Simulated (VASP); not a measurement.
# TiZn (Pm-3m) in VASP: further runs

The runs below take TiZn through single point, relaxation of cell and atoms, with LDA.

Everything below comes from runs of VASP 6.6.1. Logs are shortened: lines on timing, memory, paths and dates and some standing lists are left out, and cuts for length are marked.

## Step 1: The cell of the first run

The structure is cubic, space group Pm-3m (No. 221). The conventional cell has a = 3.064 Å, b = 3.064 Å, c = 3.064 Å, α = 90.00°, β = 90.00°, γ = 90.00°. Ti (site symmetry m-3m) has 8 Zn at 2.65 Å and 6 Ti at 3.06 Å within 3.5 Å. Within 3.5 Å of Zn (site symmetry m-3m) lie 8 Ti at 2.65 Å and 6 Zn at 3.06 Å.

## Step 2: Single point, LDA

File INCAR:

```
SYSTEM = TiZn
PREC = Accurate ; ENCUT = 520
EDIFF = 1E-6 ; ISMEAR = 0
SIGMA = 0.02 ; LREAL = .FALSE.
LASPH = .TRUE. ; NELM = 100
ALGO = Normal ; ISIF = 2
LWAVE = .FALSE. ; LCHARG = .FALSE.
NBANDS = 19
```

File KPOINTS:

```
regular mesh
0
G
  6 6 6
  0 0 0
```

File POSCAR:

```
TiZn
1.0
    3.0635480912      0.0000000000      0.0000000000
    0.0000000000      3.0635480912      0.0000000000
    0.0000000000      0.0000000000      3.0635480912
Ti Zn
1 1
Direct
    0.5000000000      0.5000000000      0.5000000000
    0.0000000000      0.0000000000      0.0000000000
```

Potentials or basis: VASP PAW LDA potentials, release 64 (Ti_sv, Zn).

On the command line:

```
$ cat potpaw_LDA.64/Ti_sv/POTCAR potpaw_LDA.64/Zn/POTCAR > POTCAR
$ mpirun -np 1 vasp_std > vasp.out
```

OUTCAR:

```text
SYSTEM = TiZn
   PREC = Accurate
   ENCUT = 520
   EDIFF = 1E-6
   ISMEAR = 0
   LREAL = .FALSE.
   LASPH = .TRUE.
   NELM = 100
   ISIF = 2

 ion  position               nearest neighbor table
   1  0.500  0.500  0.500-   2 2.65   2 2.65   2 2.65   2 2.65   2 2.65   2 2.65   2 2.65   2 2.65

   2  0.000  0.000  0.000-   1 2.65   1 2.65   1 2.65   1 2.65   1 2.65   1 2.65   1 2.65   1 2.65

  LATTYP: Found a simple cubic cell.
 ALAT       =     3.0635480912

  Lattice vectors:

 A1 = (   3.0635480912,   0.0000000000,   0.0000000000)
 A2 = (   0.0000000000,   3.0635480912,   0.0000000000)
 A3 = (   0.0000000000,   0.0000000000,   3.0635480912)

Analysis of symmetry for initial positions (statically):
=====================================================================
 Subroutine PRICEL returns:
 Original cell was already a primitive cell.

 Routine SETGRP: Setting up the symmetry group for a
 simple cubic supercell.

 Subroutine GETGRP returns: Found 48 space group operations
 (whereof 48 operations were pure point group operations)
 out of a pool of 48 trial point group operations.

The static configuration has the point symmetry O_h .

Analysis of symmetry for dynamics (positions and initial velocities):
=====================================================================
 Subroutine PRICEL returns:
 Original cell was already a primitive cell.

 Routine SETGRP: Setting up the symmetry group for a
 simple cubic supercell.

 Subroutine GETGRP returns: Found 48 space group operations
 (whereof 48 operations were pure point group operations)
 out of a pool of 48 trial point group operations.

The dynamic configuration has the point symmetry O_h .

 Subroutine INISYM returns: Found 48 space group operations
 (whereof 48 operations are pure point group operations),
 and found     1 'primitive' translations

----------------------------------------------------------------------------------------

                                     Primitive cell

  volume of cell :      28.7524

  direct lattice vectors                    reciprocal lattice vectors
     3.063548091  0.000000000  0.000000000     0.326418901  0.000000000  0.000000000
     0.000000000  3.063548091  0.000000000     0.000000000  0.326418901  0.000000000
     0.000000000  0.000000000  3.063548091     0.000000000  0.000000000  0.326418901

  length of vectors
     3.063548091  3.063548091  3.063548091     0.326418901  0.326418901  0.326418901

  position of ions in fractional coordinates (direct lattice)
     0.500000000  0.500000000  0.500000000
     0.000000000  0.000000000  0.000000000

  ion indices of the primitive-cell ions
   primitive index   ion index
                 1           1
                 2           2

----------------------------------------------------------------------------------------

 KPOINTS: regular mesh

Automatic generation of k-mesh.
 Grid dimensions read from file:
 generate k-points for:    6    6    6

 Generating k-lattice:

  Cartesian coordinates                     Fractional coordinates (reciprocal lattice)
     0.054403150  0.000000000  0.000000000     0.166666667  0.000000000  0.000000000
     0.000000000  0.054403150  0.000000000     0.000000000  0.166666667  0.000000000
     0.000000000  0.000000000  0.054403150     0.000000000  0.000000000  0.166666667

  Length of vectors
     0.054403150  0.054403150  0.054403150

  Shift w.r.t. Gamma in fractional coordinates (k-lattice)
     0.000000000  0.000000000  0.000000000

 Subroutine IBZKPT returns following result:
 ===========================================

 Found     20 irreducible k-points:

 Following reciprocal coordinates:
            Coordinates               Weight
  0.000000  0.000000  0.000000      1.000000
  0.166667  0.000000  0.000000      6.000000
  0.333333  0.000000  0.000000      6.000000
  0.500000  0.000000  0.000000      3.000000
  0.166667  0.166667  0.000000     12.000000
  0.333333  0.166667  0.000000     24.000000
[... 12 lines left out ...]
  0.500000  0.500000  0.333333      6.000000
  0.500000  0.500000  0.500000      1.000000
   k-points           NKPTS =     20   k-points in BZ     NKDIM =     20   number of bands    NBANDS=     19
   number of dos      NEDOS =    301   number of ions     NIONS =      2
   total plane-waves  NPLWV =  13824
   dimension x,y,z NGX =    24 NGY =   24 NGZ =   24
   dimension x,y,z NGXF=    48 NGYF=   48 NGZF=   48
   ions per type =               1   1
   NGX,Y,Z   is equivalent  to a cutoff of  13.02, 13.02, 13.02 a.u.
   NGXF,Y,Z  is equivalent  to a cutoff of  26.05, 26.05, 26.05 a.u.
 SYSTEM =  TiZn
   PREC   = accura    normal or accurate (medium, high low for compatibility)
   ISTART =      0    job   : 0-new  1-cont  2-samecut
   ICHARG =      2    charge: 1-file 2-atom 10-const
   ISPIN  =      1    spin polarized calculation?
   LNONCOLLINEAR =      F non collinear calculations
   LSORBIT =      F    spin-orbit coupling
   LASPH  =      T    aspherical Exc in radial PAW
   ENCUT  =  520.0 eV  38.22 Ry    6.18 a.u.   5.70  5.70  5.70*2*pi/ulx,y,z
   NELM   =    100;   NELMIN=  2; NELMDL= -5     # of ELM steps
   EDIFF  = 0.1E-05   stopping-criterion for ELM
   LREAL  =      F    real-space projection
   EDIFFG = 0.1E-04   stopping-criterion for IOM
   NSW    =      0    number of steps for IOM
   IBRION =     -1    ionic relax: 0-MD 1-quasi-New 2-CG
   NFREE  =      0    steps in history (QN), initial steepest desc. (CG)
   ISIF   =      2    stress and relaxation
   ISYM   =      2    0-nonsym 1-usesym 2-fastsym
   POTIM  = 0.5000    time-step for ionic-motion
   TEBEG  =    0.0;   TEEND  =   0.0 temperature during run
   PSTRESS=    0.0 pullay stress
   NELECT =      24.0000    total number of electrons
   NUPDOWN=      -1.0000    fix difference up-down
   EMIN   =  10.00;   EMAX   =-10.00  energy-range for DOS
   EFERMI =   0.00;   METHOD = LEGACY
   ISMEAR =     0;   SIGMA  =   0.02  broadening in eV -4-tet -1-fermi 0-gaus
   EFERMI_NEDOS =   21; number of points for ismear=-14 and -15
   IALGO  =     38    algorithm
   IMIX   =      4    mixing-type and parameters
     AMIX     =   0.40;   BMIX     =  1.00
     AMIX_MAG =   1.60;   BMIX_MAG =  1.00
  volume/ion in A,a.u.               =      14.38        97.02
  Fermi-wavevector in a.u.,A,eV,Ry     =   1.541418  2.912858 32.327044  2.375971
  Thomas-Fermi vector in A             =   2.647367
   LORBIT       =      0    0 simple, 1 ext, 2 COOP (PROOUT), +10 PAW based schemes
   GGA     = CA    functional components
   LHFCALC =     F    Hartree Fock is set to
   AEXX    =    0.0000 exact exchange contribution
   IVDW    =     0    specifies the selected vdW correction
   LEPSILON=     F    determine dielectric tensor
   LRPA    =     F    only Hartree local field effects (RPA)
 non-spin polarized calculation
 Gauss-broadening in eV      SIGMA  =   0.02
  energy-cutoff  :      520.00
  volume of cell :       28.75
 maximum number of plane-waves:       804
 NGX is ok and might be reduce to    24
   NGX = 11   NGY = 11   NGZ = 11

 number of electron      24.0000001 magnetization

 Free energy of the ion-electron system (eV)
  ---------------------------------------------------
  ext. energy  EPLUGINS =         0.00000000
  ---------------------------------------------------
  free energy    TOTEN  =       -10.87634224 eV

  energy without entropy =      -10.87565015  energy(sigma->0) =      -10.87599620

 E-fermi :   6.3789     XC(G=0): -12.4983

 val. band max:        6.3674939058   @ k =   0.5000   0.5000   0.0000
 cond. band min:       6.6777067445   @ k =   0.5000   0.1667   0.1667
 fundamental gap:      0.3102128387
 Fermi energy:         6.3788632565

 k-point     1 :       0.0000    0.0000    0.0000
  band No.  band energies     occupation
      1     -49.5947      2.00000
      2     -26.1290      2.00000
      3     -26.1290      2.00000
      4     -26.1290      2.00000
      5      -2.2082      2.00000
      6      -1.0998      2.00000
[... 11 lines left out ...]
     18      13.2409      0.00000
     19      19.8017      0.00000

 k-point     2 :       0.1667    0.0000    0.0000
  band No.  band energies     occupation
      1     -49.5885      2.00000
      2     -26.1923      2.00000
      3     -26.1239      2.00000
      4     -26.1239      2.00000
      5      -1.7233      2.00000
      6      -1.0537      2.00000
[... 11 lines left out ...]
     18      14.3275      0.00000
     19      19.4000      0.00000

 k-point     3 :       0.3333    0.0000    0.0000
  band No.  band energies     occupation
      1     -49.5761      2.00000
      2     -26.3170      2.00000
      3     -26.1137      2.00000
      4     -26.1137      2.00000
      5      -0.9763      2.00000
      6      -0.9599      2.00000
[... 11 lines left out ...]
     18      16.6718      0.00000
     19      18.5550      0.00000

 k-point     4 :       0.5000    0.0000    0.0000
  band No.  band energies     occupation
      1     -49.5699      2.00000
      2     -26.3786      2.00000
      3     -26.1086      2.00000
      4     -26.1086      2.00000
      5      -0.9123      2.00000
      6      -0.8553      2.00000
[... 11 lines left out ...]
     18      19.0253      0.00000
     19      19.0253      0.00000

 k-point     5 :       0.1667    0.1667    0.0000
  band No.  band energies     occupation
      1     -49.5824      2.00000
      2     -26.1897      2.00000
      3     -26.1824      2.00000
      4     -26.1187      2.00000
      5      -1.3112      2.00000
      6      -0.9710      2.00000
[... 11 lines left out ...]
     18      15.1693      0.00000
     19      19.5572      0.00000

 k-point     6 :       0.3333    0.1667    0.0000
  band No.  band energies     occupation
      1     -49.5701      2.00000
      2     -26.3086      2.00000
      3     -26.1734      2.00000
      4     -26.1081      2.00000
      5      -0.9698      2.00000
      6      -0.8379      2.00000
[... 11 lines left out ...]
     18      17.1149      0.00000
     19      18.7451      0.00000

 k-point     7 :       0.5000    0.1667    0.0000
  band No.  band energies     occupation
      1     -49.5640      2.00000
      2     -26.3690      2.00000
      3     -26.1672      2.00000
      4     -26.1028      2.00000
      5      -0.9194      2.00000
      6      -0.8143      2.00000
[... 11 lines left out ...]
     18      17.5151      0.00000
     19      18.8567      0.00000

 k-point     8 :       0.3333    0.3333    0.0000
  band No.  band energies     occupation
      1     -49.5582      2.00000
      2     -26.2951      2.00000
      3     -26.2881      2.00000
      4     -26.0969      2.00000
      5      -0.9982      2.00000
      6      -0.9479      2.00000
[... 168 lines left out ...]
 k-point    16 :       0.5000    0.5000    0.1667
  band No.  band energies     occupation
      1     -49.5405      2.00000
      2     -26.3334      2.00000
      3     -26.3334      2.00000
      4     -26.1430      2.00000
      5      -1.0736      2.00000
      6      -0.8181      2.00000
[... 11 lines left out ...]
     18      13.4787      0.00000
     19      16.4959      0.00000

 k-point    17 :       0.3333    0.3333    0.3333
  band No.  band energies     occupation
      1     -49.5406      2.00000
      2     -26.2739      2.00000
      3     -26.2684      2.00000
      4     -26.2684      2.00000
      5      -0.9182      2.00000
      6      -0.8285      2.00000
[... 11 lines left out ...]
     18      12.7234      0.00000
     19      17.4794      0.00000

 k-point    18 :       0.5000    0.3333    0.3333
  band No.  band energies     occupation
      1     -49.5347      2.00000
      2     -26.3271      2.00000
      3     -26.2643      2.00000
      4     -26.2618      2.00000
      5      -0.9547      2.00000
      6      -0.8615      2.00000
[... 11 lines left out ...]
     18      14.8616      0.00000
     19      14.9571      0.00000

 k-point    19 :       0.5000    0.5000    0.3333
  band No.  band energies     occupation
      1     -49.5289      2.00000
      2     -26.3194      2.00000
      3     -26.3194      2.00000
      4     -26.2564      2.00000
      5      -0.9569      2.00000
      6      -0.8742      2.00000
[... 11 lines left out ...]
     18      13.1670      0.00000
     19      15.1061      0.00000

 k-point    20 :       0.5000    0.5000    0.5000
  band No.  band energies     occupation
      1     -49.5231      2.00000
      2     -26.3124      2.00000
      3     -26.3124      2.00000
      4     -26.3124      2.00000
      5      -0.9037      2.00000
      6      -0.9037      2.00000
[... 11 lines left out ...]
     18      12.6820      0.00000
     19      14.7884      0.00000

------------------------ aborting loop because EDIFF is reached ----------------------------------------

  FORCE on cell =-STRESS in cart. coord.  units (eV):
  Direction    XX          YY          ZZ          XY          YZ          ZX
  --------------------------------------------------------------------------------------
  -------------------------------------------------------------------------------------
  Total        0.0882567      0.0882567      0.0882567      0.0000000     -0.0000000      0.0000000
  in kB        4.9179527      4.9179527      4.9179527      0.0000000     -0.0000000      0.0000000
  external PRESSURE =       4.9179527 kB  Pullay stress =       0.0000000 kB

 VOLUME and BASIS-vectors are now :
 -----------------------------------------------------------------------------
  energy-cutoff  :      520.00
  volume of cell :       28.75
      direct lattice vectors                 reciprocal lattice vectors
     3.063548091  0.000000000  0.000000000     0.326418901  0.000000000  0.000000000
     0.000000000  3.063548091  0.000000000     0.000000000  0.326418901  0.000000000
     0.000000000  0.000000000  3.063548091     0.000000000  0.000000000  0.326418901

 POSITION                                       TOTAL-FORCE (eV/Angst)
 -----------------------------------------------------------------------------------
      1.53177      1.53177      1.53177         0.000000      0.000000      0.000000
      0.00000      0.00000      0.00000         0.000000      0.000000      0.000000
 -----------------------------------------------------------------------------------
    total drift:                                0.000000      0.000000     -0.000000

  FREE ENERGIE OF THE ION-ELECTRON SYSTEM (eV)
  ---------------------------------------------------
  free  energy   TOTEN  =       -10.8763422436 eV

  energy  without entropy=      -10.8756501478  energy(sigma->0) =      -10.87599620
```

It took 4.6 s on 1 thread of Intel Xeon Platinum 8488C (Sapphire Rapids), shared host; peak memory 0.13 GiB.

Results:

| Item | Value |
| --- | --- |
| Free energy | -10.8763 eV |
| Pressure | 0.5 GPa |

## Step 3: Relaxation of cell and atoms, LDA

This run uses another cell than the first one, of 15.24 Å³/atom, 1.060 times its volume.

File INCAR:

```
  PREC = Accurate
  ENCUT = 600
  EDIFF = 1E-7
  ISMEAR = 0
  SIGMA = 0.02
  LREAL = F
  LASPH = T
  NELM = 80
  ALGO = Normal
  ISIF = 3
  LWAVE = F
  LCHARG = F
  GGA = CA
  IBRION = 2
  NSW = 60
  EDIFFG = -0.02
```

File KPOINTS:

```
Automatic mesh
0
Gamma
  6 6 6
```

File POSCAR:

```
TiZn
1.0
    3.1237475700      0.0000000000      0.0000000000
    0.0000000000      3.1237475700      0.0000000000
    0.0000000000      0.0000000000      3.1237475700
Ti Zn
1 1
Direct
    0.5000000000      0.5000000000      0.5000000000
    0.0000000000      0.0000000000      0.0000000000
```

Potentials or basis: VASP PAW LDA potentials, release 64 (Ti_sv, Zn).

On the command line:

```
$ cat potpaw_LDA.64/Ti_sv/POTCAR potpaw_LDA.64/Zn/POTCAR > POTCAR
$ mpirun -np 1 vasp_std > vasp.out
```

It took 20 s on 1 thread of Intel Xeon Platinum 8488C (Sapphire Rapids), shared host; peak memory 0.15 GiB.

The run converged. Its results:

| Property | Result |
| --- | --- |
| Free energy | -10.8770 eV |
| Relaxed volume | 14.43 Å³/atom |
| Relaxed cell | a = 3.067 Å, b = 3.067 Å, c = 3.067 Å, α = 90.00°, β = 90.00°, γ = 90.00° |
| Space group after relaxing (to 0.05 Å) | Pm-3m (No. 221) |
| Energy gained by relaxing | 17.9 meV/atom |
| Ionic steps | 3 |
| Pressure after relaxing | 0.0 GPa |

The path:
| step | energy change (eV) | largest force (eV/Å) | pressure (GPa) | volume (Å³) |
| --- | --- | --- | --- | --- |
| 1 | 0.0000 | 0.0000 | -6.69 | 30.48 |
| 2 | -0.0170 | 0.0000 | 5.72 | 27.76 |
| 3 | -0.0357 | 0.0000 | 0.00 | 28.85 |

Final structure:
```
Ti Zn
1.0
     3.06711    0.00000    0.00000
     0.00000    3.06711    0.00000
     0.00000    0.00000    3.06711
Ti Zn
1 1
Direct
  0.50000 0.50000 0.50000
  0.00000 0.00000 0.00000
```

Levels at points of the mesh, in eV from the Fermi level:
```
           k point  band 9  band 10  band 11  band 12  band 13  band 14  band 15  band 16
(0.00, 0.00, 0.00)   -6.94    -6.94    -0.41    -0.41     2.49     2.49     2.49     6.84
(0.50, 0.00, 0.00)   -6.88    -4.38    -4.16    -0.30     0.73     0.73     2.46     3.74
(0.50, 0.50, 0.00)   -6.65    -3.71    -0.46    -0.46    -0.01     1.72     1.72     3.26
(0.50, 0.50, 0.50)   -6.64    -2.30    -2.30    -2.30     2.42     3.33     3.33     6.28
```
